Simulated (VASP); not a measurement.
# Be2C (Fm-3m) in VASP: further runs, part 3 of 3

VASP 6.6.1. The steps go on from the part before.

**5. Vibrations by perturbation theory, LDA**

This run uses another cell than the first one, of 6.48 Å³/atom.

INCAR

```
SYSTEM = Be2C
PREC = Accurate ; ENCUT = 600
EDIFF = 1E-8 ; ISMEAR = 0
SIGMA = 0.01 ; LREAL = .False.
LASPH = .True. ; NELM = 120
ALGO = Normal ; ISIF = 2
LWAVE = .False. ; LCHARG = .True.
GGA = CA ; NBANDS = 11
IBRION = 8 ; NSW = 1
GGA_COMPAT = .False.
```

KPOINTS

```
regular mesh
0
Gamma
  8 8 8
  0 0 0
```

POSCAR

```
Be2C
1.0
    0.0000000000      2.1341536118      2.1341536118
    2.1341536118      0.0000000000      2.1341536118
    2.1341536118      2.1341536118      0.0000000000
Be C
2 1
Direct
    0.2500000000      0.2500000000      0.2500000000
    0.7500000000      0.7500000000      0.7500000000
    0.0000000000      0.0000000000      0.0000000000
```

Potentials or basis: VASP PAW LDA potentials, release 64 (Be, C).

Launch:

```sh
cat potpaw_LDA.64/Be/POTCAR potpaw_LDA.64/C/POTCAR > POTCAR
mpirun -np 1 vasp_std > vasp.out
```

OUTCAR:

```text
SYSTEM = Be2C
   PREC = Accurate
   ENCUT = 600
   EDIFF = 1E-8
   ISMEAR = 0
   LREAL = .False.
   LASPH = .True.
   NELM = 120
   ISIF = 2
   GGA = CA
   IBRION = 8
   NSW = 1

 ion  position               nearest neighbor table
   1  0.250  0.250  0.250-   3 1.85   3 1.85   3 1.85   3 1.85   2 2.13   2 2.13   2 2.13   2 2.13
                             2 2.13   2 2.13
   2  0.750  0.750  0.750-   3 1.85   3 1.85   3 1.85   3 1.85   1 2.13   1 2.13   1 2.13   1 2.13
[... 602 lines left out ...]
  2Z     0.000000    0.000000    5.643620    0.000000    0.000000  -11.641289    0.000000    0.000000    5.997669
  3X     5.995877    0.000000    0.000000    5.995877    0.000000    0.000000  -11.991754    0.000000    0.000000
  3Y     0.000000    5.995877    0.000000    0.000000    5.995877    0.000000    0.000000  -11.991754    0.000000
  3Z     0.000000    0.000000    5.995877    0.000000    0.000000    5.995877    0.000000    0.000000  -11.991754

 Eigenvectors and eigenvalues of the dynamical matrix
 ----------------------------------------------------

   1 f  =   21.649586 THz   136.028360 2PiTHz  722.152451 cm-1    89.535452 meV
             X         Y         Z           dx          dy          dz
      1.067077  1.067077  1.067077     0.095095   -0.696520   -0.076270
      3.201230  3.201230  3.201230    -0.095095    0.696520    0.076270
      0.000000  0.000000  0.000000    -0.000000    0.000000    0.000000
[... 43 lines left out ...]
   9 f/i=    0.001476 THz     0.009274 2PiTHz    0.049236 cm-1     0.006104 meV
             X         Y         Z           dx          dy          dz
      1.067077  1.067077  1.067077     0.547748   -0.000000   -0.000000
      3.201230  3.201230  3.201230     0.547748    0.000000    0.000000
      0.000000  0.000000  0.000000     0.632412    0.000000    0.000000

--------------------------------------------------------------------------------------------------------

 ELASTIC MODULI CONTR FROM IONIC RELAXATION (kBar)
 Direction    XX          YY          ZZ          XY          YZ          ZX
 --------------------------------------------------------------------------------
 XX          -0.0000      0.0000      0.0000     -0.0000      0.0000     -0.0000
 YY           0.0000     -0.0000     -0.0000     -0.0000     -0.0000      0.0000
 ZZ           0.0000     -0.0000     -0.0000      0.0000     -0.0000     -0.0000
 XY          -0.0000     -0.0000      0.0000    -23.0134      0.0000     -0.0000
 YZ           0.0000     -0.0000     -0.0000      0.0000    -23.0134     -0.0000
 ZX          -0.0000      0.0000     -0.0000     -0.0000     -0.0000    -23.0134
 --------------------------------------------------------------------------------
```

OSZICAR:

```text
N       E                     dE             d eps       ncg     rms          rms(c)
DAV:   1     0.250742133703E+01    0.25074E+01   -0.43548E+03   638   0.744E+02
DAV:   2    -0.198953520338E+02   -0.22403E+02   -0.20584E+02   824   0.114E+02
DAV:   3    -0.206710046039E+02   -0.77565E+00   -0.77229E+00   842   0.179E+01
DAV:   4    -0.206734454484E+02   -0.24408E-02   -0.24407E-02   719   0.114E+00
[... 34 lines left out ...]
RMM:   6    -0.125961758803E+00   -0.60935E-05   -0.41233E-08  2114   0.154E-03    0.554E-04
RMM:   7    -0.125958810174E+00    0.29486E-05   -0.59177E-10  2160   0.213E-04    0.264E-05
RMM:   8    -0.125959063623E+00   -0.25345E-06   -0.78537E-11  2105   0.345E-05    0.668E-06
RMM:   9    -0.125959047227E+00    0.16396E-07    0.11978E-10  2066   0.476E-06    0.261E-06
RMM:  10    -0.125959051262E+00   -0.40345E-08    0.23503E-10  1898   0.132E-06    0.836E-08
 Linear response finished
```

stdout:

```text
POSCAR found type information on POSCAR BeC
 POSCAR found :  2 types and       3 ions
 scaLAPACK will be used
 LDA part: xc-table for (Slater(with rela. corr.)+CA(PZ))
 , standard interpolation
 POSCAR, INCAR and KPOINTS ok, starting setup
 FFT: planning ... GRIDC
 FFT: planning ... GRID_SOFT
 FFT: planning ... GRID
 WAVECAR not read
 entering main loop
 Linear response reoptimize wavefunctions to high precision
 Linear response DOF=           2
 Linear response progress:
 first order change of Fermi-energy   0.10688E+02
 force on displaced ion       1 direction 1 : -11.641   0.000   0.000
 Linear response progress:
 first order change of Fermi-energy   0.42102E-03
 force on displaced ion       3 direction 1 : -11.992   0.000   0.000
 Linear response finished
```

Wall time 43 s (1 thread of Intel Xeon 8259CL, shared host); peak memory 0.18 GiB.

Results:

```
Highest phonon frequency at Γ : 722 cm⁻¹
```

Phonon frequencies in cm⁻¹ (negative: imaginary):
```csv
q point,frequencies
"(0.000, 0.000, 0.000)",0 0 0 673 673 673 722 722 722
```

**6. Vibrations by perturbation theory, LDA (6.67 Å³/atom)**

This run uses another cell than the first one, of 6.67 Å³/atom.

INCAR

```
SYSTEM = Be2C
  PREC = Accurate
  ENCUT = 600
  EDIFF = 1E-8
  ISMEAR = 0
  SIGMA = 0.01
  LREAL = .False.
  LASPH = .True.
  NELM = 120
  ALGO = Normal
  ISIF = 2
  LWAVE = .False.
  LCHARG = .True.
  NBANDS = 11
  IBRION = 8
  NSW = 1
  GGA_COMPAT = .False.
```

KPOINTS

```
Automatic mesh
0
Gamma
  8 8 8
  0 0 0
```

POSCAR

```
Be2C
1.0
    0.0000000000      2.1552852199      2.1552852199
    2.1552852199      0.0000000000      2.1552852199
    2.1552852199      2.1552852199      0.0000000000
Be C
2 1
Direct
    0.2500000000      0.2500000000      0.2500000000
    0.7500000000      0.7500000000      0.7500000000
    0.0000000000      0.0000000000      0.0000000000
```

Potentials or basis: VASP PAW LDA potentials, release 64 (Be, C).

Launch:

```sh
cat potpaw_LDA.64/Be/POTCAR potpaw_LDA.64/C/POTCAR > POTCAR
mpirun -np 1 vasp_std > vasp.out
```

OUTCAR:

```text
SYSTEM = Be2C
   PREC = Accurate
   ENCUT = 600
   EDIFF = 1E-8
   ISMEAR = 0
   LREAL = .False.
   LASPH = .True.
   NELM = 120
   ISIF = 2
   IBRION = 8
   NSW = 1

 ion  position               nearest neighbor table
   1  0.250  0.250  0.250-   3 1.87   3 1.87   3 1.87   3 1.87   2 2.16   2 2.16   2 2.16   2 2.16
                             2 2.16   2 2.16
   2  0.750  0.750  0.750-   3 1.87   3 1.87   3 1.87   3 1.87   1 2.16   1 2.16   1 2.16   1 2.16
                             1 2.16   1 2.16
   3  0.000  0.000  0.000-   1 1.87   2 1.87   2 1.87   2 1.87   2 1.87   1 1.87   1 1.87   1 1.87
[... 602 lines left out ...]
  3Y     0.000000    5.391152    0.000000    0.000000    5.391152    0.000000    0.000000  -10.782304    0.000000
  3Z     0.000000    0.000000    5.391152    0.000000    0.000000    5.391152    0.000000    0.000000  -10.782304

 Eigenvectors and eigenvalues of the dynamical matrix
 ----------------------------------------------------

   1 f  =   20.897868 THz   131.305179 2PiTHz  697.077853 cm-1    86.426600 meV
             X         Y         Z           dx          dy          dz
      1.077643  1.077643  1.077643     0.128115    0.254081   -0.647325
      3.232928  3.232928  3.232928    -0.128115   -0.254081    0.647325
      0.000000  0.000000  0.000000    -0.000000    0.000000    0.000000
[... 43 lines left out ...]
   9 f/i=    0.001509 THz     0.009479 2PiTHz    0.050322 cm-1     0.006239 meV
             X         Y         Z           dx          dy          dz
      1.077643  1.077643  1.077643    -0.042053    0.538684    0.089862
      3.232928  3.232928  3.232928    -0.042053    0.538684    0.089862
      0.000000  0.000000  0.000000    -0.048553    0.621955    0.103753

--------------------------------------------------------------------------------------------------------

 ELASTIC MODULI CONTR FROM IONIC RELAXATION (kBar)
 Direction    XX          YY          ZZ          XY          YZ          ZX
 --------------------------------------------------------------------------------
 XX          -0.0000      0.0000      0.0000      0.0000     -0.0000      0.0000
 YY           0.0000     -0.0000     -0.0000      0.0000      0.0000     -0.0000
 ZZ           0.0000     -0.0000     -0.0000     -0.0000      0.0000      0.0000
 XY           0.0000      0.0000     -0.0000    -45.3583     -0.0000     -0.0000
 YZ          -0.0000      0.0000      0.0000     -0.0000    -45.3583     -0.0000
 ZX           0.0000     -0.0000      0.0000     -0.0000     -0.0000    -45.3583
 --------------------------------------------------------------------------------
```

Wall time 45 s (1 thread of Intel Xeon 8259CL, shared host); peak memory 0.17 GiB.

Results:

* Highest phonon frequency at Γ: 697 cm⁻¹

Phonon frequencies in cm⁻¹ (negative: imaginary):
| q point | frequencies |
| --- | --- |
| (0.000, 0.000, 0.000) | 0 0 0 638 638 638 697 697 697 |

Caveat: the cell stands under pressure or tension, which shifts response properties.
